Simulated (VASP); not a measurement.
# I in VASP: notebook

I is run at these levels: PBEsol; tasks: single point.

All numbers are computed with VASP 6.6.1; they aren't measurements. Logs are shortened: lines on timing, memory, paths and dates and some standing lists are left out, and cuts for length are marked.

## Step 1: The cell of the first run

The structure is orthorhombic, space group Fmmm (No. 69). Conventional cell: a = 4.414 Å, b = 4.763 Å, c = 7.871 Å, α = 90.00°, β = 90.00°, γ = 90.00°. Within 4.3 Å of I (site symmetry mmm) lie 4 I at 3.25 Å.

## Step 2: Single point, PBEsol

Input file INCAR:

```
SYSTEM = I
  PREC = Accurate
  ENCUT = 520
  EDIFF = 1E-7
  ISMEAR = -1
  SIGMA = 0.05
  LREAL = .FALSE.
  LASPH = .TRUE.
  NELM = 80
  ALGO = Normal
  ISIF = 2
  LWAVE = .FALSE.
  LCHARG = .FALSE.
  GGA = PS
  NBANDS = 10
```

Input file KPOINTS:

```
regular mesh
0
G
  9 9 9
  0 0 0
```

Input file POSCAR:

```
I
1.0
    0.0000000000      2.3812671275      3.9357338680
    2.2067640717      0.0000000000      3.9357338680
    2.2067640717      2.3812671275      0.0000000000
I
1
Direct
    0.0000000000      0.0000000000      0.0000000000
```

Potentials or basis: VASP PAW PBE potentials, release 64 (I).

Started as:

```
> cat potpaw_PBE.64/I/POTCAR > POTCAR
> mpirun -np 1 vasp_std > vasp.out
```

OUTCAR:

```text
SYSTEM = I
   PREC = Accurate
   ENCUT = 520
   EDIFF = 1E-7
   ISMEAR = -1
   LREAL = .FALSE.
   LASPH = .TRUE.
   NELM = 80
   ISIF = 2
   GGA = PS

 ion  position               nearest neighbor table
   1  0.000  0.000  0.000-

  LATTYP: Found a face centered orthorhombic cell.
 ALAT       =     4.4135281434
 B/A-ratio  =     1.0790764441
 C/A-ratio  =     1.7834864716

  Lattice vectors:

 A1 = (   0.0000000000,   2.3812671275,   3.9357338680)
 A2 = (   2.2067640717,   0.0000000000,   3.9357338680)
 A3 = (   2.2067640717,   2.3812671275,   0.0000000000)

Analysis of symmetry for initial positions (statically):
=====================================================================
 Subroutine PRICEL returns:
 Original cell was already a primitive cell.

 Routine SETGRP: Setting up the symmetry group for a
 face centered orthorhombic supercell.

 Subroutine GETGRP returns: Found  8 space group operations
 (whereof  8 operations were pure point group operations)
 out of a pool of  8 trial point group operations.

The static configuration has the point symmetry D_2h.

Analysis of symmetry for dynamics (positions and initial velocities):
=====================================================================
 Subroutine PRICEL returns:
 Original cell was already a primitive cell.

 Routine SETGRP: Setting up the symmetry group for a
 face centered orthorhombic supercell.

 Subroutine GETGRP returns: Found  8 space group operations
 (whereof  8 operations were pure point group operations)
 out of a pool of  8 trial point group operations.

The dynamic configuration has the point symmetry D_2h.

 Subroutine INISYM returns: Found  8 space group operations
 (whereof  8 operations are pure point group operations),
 and found     1 'primitive' translations

----------------------------------------------------------------------------------------

                                     Primitive cell

  volume of cell :      41.3637

  direct lattice vectors                    reciprocal lattice vectors
     0.000000000  2.381267128  3.935733868    -0.226576101  0.209972243  0.127041110
     2.206764072  0.000000000  3.935733868     0.226576101 -0.209972243  0.127041110
     2.206764072  2.381267128  0.000000000     0.226576101  0.209972243 -0.127041110

  length of vectors
     4.600047197  4.512184476  3.246573702     0.334012749  0.334012749  0.334012749

  position of ions in fractional coordinates (direct lattice)
     0.000000000  0.000000000  0.000000000

  ion indices of the primitive-cell ions
   primitive index   ion index
                 1           1

----------------------------------------------------------------------------------------

 KPOINTS: regular mesh

Automatic generation of k-mesh.
 Grid dimensions read from file:
 generate k-points for:    9    9    9

 Generating k-lattice:

  Cartesian coordinates                     Fractional coordinates (reciprocal lattice)
    -0.025175122  0.023330249  0.014115679     0.111111111  0.000000000  0.000000000
     0.025175122 -0.023330249  0.014115679     0.000000000  0.111111111 -0.000000000
     0.025175122  0.023330249 -0.014115679     0.000000000 -0.000000000  0.111111111

  Length of vectors
     0.037112528  0.037112528  0.037112528

  Shift w.r.t. Gamma in fractional coordinates (k-lattice)
     0.000000000  0.000000000  0.000000000

 Subroutine IBZKPT returns following result:
 ===========================================

 Found    125 irreducible k-points:

 Following reciprocal coordinates:
            Coordinates               Weight
  0.000000  0.000000  0.000000      1.000000
  0.111111 -0.000000 -0.000000      8.000000
  0.222222 -0.000000  0.000000      8.000000
  0.333333  0.000000  0.000000      8.000000
  0.444444 -0.000000  0.000000      8.000000
  0.111111  0.111111  0.000000      2.000000
[... 16 lines left out ...]
 -0.333333  0.333333  0.000000      4.000000
  0.444444  0.444444  0.000000      2.000000
 [... further k-points ...]
   k-points           NKPTS =    125   k-points in BZ     NKDIM =    125   number of bands    NBANDS=     10
   number of dos      NEDOS =    301   number of ions     NIONS =      1
   total plane-waves  NPLWV =  31104
   dimension x,y,z NGX =    36 NGY =   36 NGZ =   24
   dimension x,y,z NGXF=    72 NGYF=   72 NGZF=   48
   ions per type =               1
   NGX,Y,Z   is equivalent  to a cutoff of  13.01, 13.26, 12.29 a.u.
   NGXF,Y,Z  is equivalent  to a cutoff of  26.02, 26.53, 24.58 a.u.
 SYSTEM =  I
   PREC   = accura    normal or accurate (medium, high low for compatibility)
   ISTART =      0    job   : 0-new  1-cont  2-samecut
   ICHARG =      2    charge: 1-file 2-atom 10-const
   ISPIN  =      1    spin polarized calculation?
   LNONCOLLINEAR =      F non collinear calculations
   LSORBIT =      F    spin-orbit coupling
   LASPH  =      T    aspherical Exc in radial PAW
   ENCUT  =  520.0 eV  38.22 Ry    6.18 a.u.   8.55  8.39  6.04*2*pi/ulx,y,z
   NELM   =     80;   NELMIN=  2; NELMDL= -5     # of ELM steps
   EDIFF  = 0.1E-06   stopping-criterion for ELM
   LREAL  =      F    real-space projection
   EDIFFG = 0.1E-05   stopping-criterion for IOM
   NSW    =      0    number of steps for IOM
   IBRION =     -1    ionic relax: 0-MD 1-quasi-New 2-CG
   NFREE  =      0    steps in history (QN), initial steepest desc. (CG)
   ISIF   =      2    stress and relaxation
   ISYM   =      2    0-nonsym 1-usesym 2-fastsym
   POTIM  = 0.5000    time-step for ionic-motion
   TEBEG  =    0.0;   TEEND  =   0.0 temperature during run
   PSTRESS=    0.0 pullay stress
   NELECT =       7.0000    total number of electrons
   NUPDOWN=      -1.0000    fix difference up-down
   EMIN   =  10.00;   EMAX   =-10.00  energy-range for DOS
   EFERMI =   0.00;   METHOD = LEGACY
   ISMEAR =    -1;   SIGMA  =   0.05  broadening in eV -4-tet -1-fermi 0-gaus
   EFERMI_NEDOS =   21; number of points for ismear=-14 and -15
   IALGO  =     38    algorithm
   IMIX   =      4    mixing-type and parameters
     AMIX     =   0.40;   BMIX     =  1.00
     AMIX_MAG =   1.60;   BMIX_MAG =  1.00
  volume/ion in A,a.u.               =      41.36       279.14
  Fermi-wavevector in a.u.,A,eV,Ry     =   0.905526  1.711196 11.156469  0.819977
  Thomas-Fermi vector in A             =   2.029104
   LORBIT       =      0    0 simple, 1 ext, 2 COOP (PROOUT), +10 PAW based schemes
   GGA     = PS    functional components
   LHFCALC =     F    Hartree Fock is set to
   AEXX    =    0.0000 exact exchange contribution
   IVDW    =     0    specifies the selected vdW correction
   LEPSILON=     F    determine dielectric tensor
   LRPA    =     F    only Hartree local field effects (RPA)
 non-spin polarized calculation
  energy-cutoff  :      520.00
  volume of cell :       41.36
 maximum number of plane-waves:      1131
 NGX is ok and might be reduce to    36
   NGX = 17   NGY = 17   NGZ = 13

 number of electron       7.0000000 magnetization

 Free energy of the ion-electron system (eV)
  ---------------------------------------------------
  ext. energy  EPLUGINS =         0.00000000
  ---------------------------------------------------
  free energy    TOTEN  =        -1.64877063 eV

  energy without entropy =       -1.64330392  energy(sigma->0) =       -1.64603728

 E-fermi :   3.1384     XC(G=0):  -8.3554

 val. band max:        3.1348044541   @ k =  -0.2222   0.0000   0.1111
 cond. band min:       3.1690488560   @ k =  -0.1111   0.1111   0.1111
 fundamental gap:      0.0342444019
 Fermi energy:         3.1383628869

 k-point     1 :       0.0000    0.0000    0.0000
  band No.  band energies     occupation
      1     -10.6307      2.00000
      2       1.2785      2.00000
      3       3.8983      0.00000
      4       4.1592      0.00000
      5       7.5686      0.00000
      6      10.6415      0.00000
      7      11.2123      0.00000
      8      15.2107      0.00000
      9      15.4232      0.00000
     10      15.5103      0.00000

 k-point     2 :       0.1111   -0.0000   -0.0000
  band No.  band energies     occupation
      1     -10.5036      2.00000
      2       1.2740      2.00000
      3       2.9409      1.96218
      4       4.1189      0.00000
      5       7.9397      0.00000
      6      10.9813      0.00000
      7      12.2564      0.00000
      8      13.0474      0.00000
      9      15.5038      0.00000
     10      16.1471      0.00000

 k-point     3 :       0.2222   -0.0000    0.0000
  band No.  band energies     occupation
      1     -10.1494      2.00000
      2       0.9132      2.00000
      3       1.3897      2.00000
      4       4.3207      0.00000
      5       8.6786      0.00000
      6      11.1591      0.00000
      7      11.4015      0.00000
      8      14.9102      0.00000
      9      15.9274      0.00000
     10      16.6198      0.00000

 k-point     4 :       0.3333    0.0000    0.0000
  band No.  band energies     occupation
      1      -9.6699      2.00000
      2      -0.7649      2.00000
      3       1.4046      2.00000
      4       4.5825      0.00000
      5       8.5722      0.00000
      6      11.3670      0.00000
      7      11.8162      0.00000
      8      15.1469      0.00000
      9      16.6317      0.00000
     10      17.1797      0.00000
[... 222 lines left out ...]
 k-point    22 :      -0.4444    0.3333    0.0000
  band No.  band energies     occupation
      1      -9.9703      2.00000
      2      -0.2230      2.00000
      3       0.8325      2.00000
      4       4.1737      0.00000
      5      10.7780      0.00000
      6      11.7041      0.00000
      7      13.9475      0.00000
      8      16.3055      0.00000
      9      16.7729      0.00000
     10      17.0098      0.00000

 k-point    23 :      -0.3333    0.3333    0.0000
  band No.  band energies     occupation
      1      -9.5495      2.00000
      2      -0.8494      2.00000
      3       0.3547      2.00000
      4       4.4894      0.00000
      5      10.4129      0.00000
      6      11.3716      0.00000
      7      13.4192      0.00000
      8      15.4508      0.00000
      9      17.2403      0.00000
     10      17.5519      0.00000

 k-point    24 :       0.4444    0.4444    0.0000
  band No.  band energies     occupation
      1     -10.4009      2.00000
      2      -0.7632      2.00000
      3       3.6898      0.00003
      4       3.9701      0.00000
      5      10.1289      0.00000
      6      10.3132      0.00000
      7      13.2511      0.00000
      8      17.7810      0.00000
      9      17.9719      0.00000
     10      18.1501      0.00000

 [... further k-points ...]
[... 5 lines left out ...]
  --------------------------------------------------------------------------------------
  -------------------------------------------------------------------------------------
  Total       -0.5975152     -0.7147253     -0.1019859     -0.0000000      0.0000000      0.0000000
  in kB      -23.1440724    -27.6840738     -3.9503076     -0.0000000      0.0000000      0.0000000
  external PRESSURE =     -18.2594846 kB  Pullay stress =       0.0000000 kB

 VOLUME and BASIS-vectors are now :
 -----------------------------------------------------------------------------
  energy-cutoff  :      520.00
  volume of cell :       41.36
      direct lattice vectors                 reciprocal lattice vectors
     0.000000000  2.381267128  3.935733868    -0.226576101  0.209972243  0.127041110
     2.206764072  0.000000000  3.935733868     0.226576101 -0.209972243  0.127041110
     2.206764072  2.381267128  0.000000000     0.226576101  0.209972243 -0.127041110

 POSITION                                       TOTAL-FORCE (eV/Angst)
 -----------------------------------------------------------------------------------
      0.00000      0.00000      0.00000         0.000000     -0.000000      0.000000
 -----------------------------------------------------------------------------------
    total drift:                                0.000000      0.000000     -0.000000

  FREE ENERGIE OF THE ION-ELECTRON SYSTEM (eV)
  ---------------------------------------------------
  free  energy   TOTEN  =        -1.6487706316 eV

  energy  without entropy=       -1.6433039206  energy(sigma->0) =       -1.64603728
```

Wall time 27 s (1 thread of AMD EPYC 9R45 (Zen 5), shared host); peak memory 0.18 GiB.

Results:

```yaml
Free_energy: -1.6488 eV
Pressure: -1.8 GPa
```

Stress tensor (GPa, compression positive):
```
-2.31  0.00  0.00
 0.00 -2.77  0.00
 0.00  0.00 -0.40
```

Caveat: the PAW data sets were made with another functional, which shifts forces and pressure a little; spin-orbit coupling is left out, which moves the levels of the heavy elements; an odd number of electrons without spin polarisation forces a metal; a magnetic or distorted state may lie lower.

## Step 3: Single point, PBEsol

This run uses another cell than the first one, of 42.17 Å³/atom, 1.020 times its volume.

Input file INCAR:

```
SYSTEM = I
ALGO     = Normal         ! electronic algorithm
EDIFF    = 1E-6           ! SCF threshold, eV
ENCUT    = 520            ! plane-wave cutoff, eV
GGA      = PS             ! functional
ISIF     = 2              ! what is computed and relaxed
ISMEAR   = -1             ! smearing method
LASPH    = .TRUE.         ! aspherical terms in the spheres
LCHARG   = .TRUE.         ! write CHGCAR
LELF     = .TRUE.         ! ELF
LREAL    = .FALSE.        ! projectors in reciprocal space
LVHAR    = .TRUE.       
LWAVE    = .FALSE.        ! write WAVECAR
NBANDS   = 10             ! bands
NELM     = 60             ! most SCF steps
PREC     = Accurate       ! precision mode
SIGMA    = 0.05           ! smearing width, eV
```

Input file KPOINTS:

```
k-points
0
G
  9 9 9
  0 0 0
```

Input file POSCAR:

```
I
1.0
    0.0000000000      2.3967303343      3.9612912976
    2.2210941101      0.0000000000      3.9612912976
    2.2210941101      2.3967303343      0.0000000000
I
1
Direct
    0.0000000000      0.0000000000      0.0000000000
```

Potentials or basis: VASP PAW PBE potentials, release 64 (I).

Started as:

```
> cat potpaw_PBE.64/I/POTCAR > POTCAR
> mpirun -np 1 vasp_std > vasp.out
```

OUTCAR:

```text
SYSTEM = I
   EDIFF = 1E-6
   ENCUT = 520
   GGA = PS
   ISIF = 2
   ISMEAR = -1
   LASPH = .TRUE.
   LREAL = .FALSE.
   NELM = 60
   PREC = Accurate

 ion  position               nearest neighbor table
   1  0.000  0.000  0.000-

  LATTYP: Found a face centered orthorhombic cell.
 ALAT       =     4.4421882202
 B/A-ratio  =     1.0790764441
 C/A-ratio  =     1.7834864716

  Lattice vectors:

 A1 = (   0.0000000000,   2.3967303343,   3.9612912976)
[... 482 lines left out ...]
      1     -10.5137      2.00000
      2      -0.8536      2.00000
      3       3.4510      0.00005
      4       3.7243      0.00000
      5       9.9463      0.00000
      6      10.0701      0.00000
      7      12.9349      0.00000
      8      17.4494      0.00000
      9      17.6700      0.00000
     10      17.8458      0.00000

 [... further k-points ...]
[... 5 lines left out ...]
  --------------------------------------------------------------------------------------
  -------------------------------------------------------------------------------------
  Total       -0.7388280     -0.8859265     -0.1087826     -0.0000000      0.0000000      0.0000000
  in kB      -28.0673240    -33.6554464     -4.1325390     -0.0000000      0.0000000      0.0000000
  external PRESSURE =     -21.9517698 kB  Pullay stress =       0.0000000 kB

 VOLUME and BASIS-vectors are now :
 -----------------------------------------------------------------------------
  energy-cutoff  :      520.00
  volume of cell :       42.17
      direct lattice vectors                 reciprocal lattice vectors
     0.000000000  2.396730334  3.961291298    -0.225114279  0.208617546  0.126221467
     2.221094110  0.000000000  3.961291298     0.225114279 -0.208617546  0.126221467
     2.221094110  2.396730334  0.000000000     0.225114279  0.208617546 -0.126221467

 POSITION                                       TOTAL-FORCE (eV/Angst)
 -----------------------------------------------------------------------------------
      0.00000      0.00000      0.00000         0.000000      0.000000      0.000000
 -----------------------------------------------------------------------------------
    total drift:                                0.000000      0.000000     -0.000000

  FREE ENERGIE OF THE ION-ELECTRON SYSTEM (eV)
  ---------------------------------------------------
  free  energy   TOTEN  =        -1.6385941403 eV

  energy  without entropy=       -1.6328387955  energy(sigma->0) =       -1.63571647
```

OSZICAR:

```text
N       E                     dE             d eps       ncg     rms          rms(c)
DAV:   1     0.209556010245E+02    0.20956E+02   -0.23970E+03  2500   0.485E+02
DAV:   2    -0.680365697119E+00   -0.21636E+02   -0.20679E+02  3148   0.823E+01
DAV:   3    -0.166244481715E+01   -0.98208E+00   -0.97836E+00  3078   0.180E+01
DAV:   4    -0.167249332279E+01   -0.10049E-01   -0.10047E-01  3212   0.226E+00
DAV:   5    -0.167263837002E+01   -0.14505E-03   -0.14504E-03  3142   0.243E-01    0.474E+00
DAV:   6    -0.164832104123E+01    0.24317E-01   -0.19081E-02  2786   0.642E-01    0.293E+00
DAV:   7    -0.163868422080E+01    0.96368E-02   -0.38345E-02  2756   0.932E-01    0.148E-01
DAV:   8    -0.163859033939E+01    0.93881E-04   -0.17594E-03  2718   0.253E-01    0.338E-02
DAV:   9    -0.163859315149E+01   -0.28121E-05   -0.25103E-05  3246   0.364E-02    0.135E-02
DAV:  10    -0.163859414029E+01   -0.98880E-06   -0.18846E-06  2858   0.821E-03
   1 F= -.16385941E+01 E0= -.16357165E+01  d E =-.575534E-02
```

Wall time 26 s (1 thread of AMD EPYC 9R45 (Zen 5), shared host); peak memory 0.18 GiB.

What came out:

| Property | Result |
| --- | --- |
| Free energy | -1.6386 eV |
| Pressure | -2.2 GPa |

Levels at points of the mesh, in eV from the Fermi level:
```tsv
k point	band 2	band 3	band 4	band 5	band 6	band 7
(0.00, 0.00, 0.00)	-1.80	0.73	0.99	4.48	7.53	8.04
```

Caveat: the PAW data sets were made with another functional, which shifts forces and pressure a little; spin-orbit coupling is left out, which moves the levels of the heavy elements; an odd number of electrons without spin polarisation forces a metal; a magnetic or distorted state may lie lower.

## Step 4: Single point, PBEsol

This run uses another cell than the first one, of 42.99 Å³/atom, 1.039 times its volume.

Input file INCAR:

```
SYSTEM = I
  PREC = Accurate
  ENCUT = 520
  EDIFF = 1E-6
  ISMEAR = -1
  SIGMA = 0.05
  LREAL = .False.
  LASPH = .True.
  NELM = 100
  ALGO = Normal
  ISIF = 2
  LWAVE = .False.
  LCHARG = .False.
  GGA = PS
  NBANDS = 10
```

Input file KPOINTS:

```
regular mesh
0
Gamma
  9 9 9
  0 0 0
```

Input file POSCAR:

```
I
1.0
    0.0000000000      2.4119965442      3.9865231326
    2.2352415877      0.0000000000      3.9865231326
    2.2352415877      2.4119965442      0.0000000000
I
1
Direct
    0.0000000000      0.0000000000      0.0000000000
```

Started as:

```
> cat potpaw_PBE.64/I/POTCAR > POTCAR
> mpirun -np 1 vasp_std > vasp.out
```

Run time: 26 s. Hardware: 1 thread of AMD EPYC 9R45 (Zen 5), shared host; peak memory 0.18 GiB.

It converged, with:

| Quantity | Value |
| --- | --- |
| Free energy | -1.6267 eV |
| Pressure | -2.5 GPa |

Stress tensor (GPa, compression positive):
```
-3.24  0.00  0.00
 0.00 -3.88  0.00
 0.00  0.00 -0.43
```

Levels at points of the mesh, in eV from the Fermi level:
| k point | band 1 | band 2 | band 3 | band 4 | band 5 | band 6 | band 7 | band 8 | band 9 |
| --- | --- | --- | --- | --- | --- | --- | --- | --- | --- |
| (0.00, 0.00, 0.00) | -13.53 | -1.74 | 0.71 | 0.96 | 4.52 | 7.56 | 8.01 | 12.02 | 12.27 |

Caveat: the PAW data sets were made with another functional, which shifts forces and pressure a little; spin-orbit coupling is left out, which moves the levels of the heavy elements; an odd number of electrons without spin polarisation forces a metal; a magnetic or distorted state may lie lower.

[end of part 1 of 2]
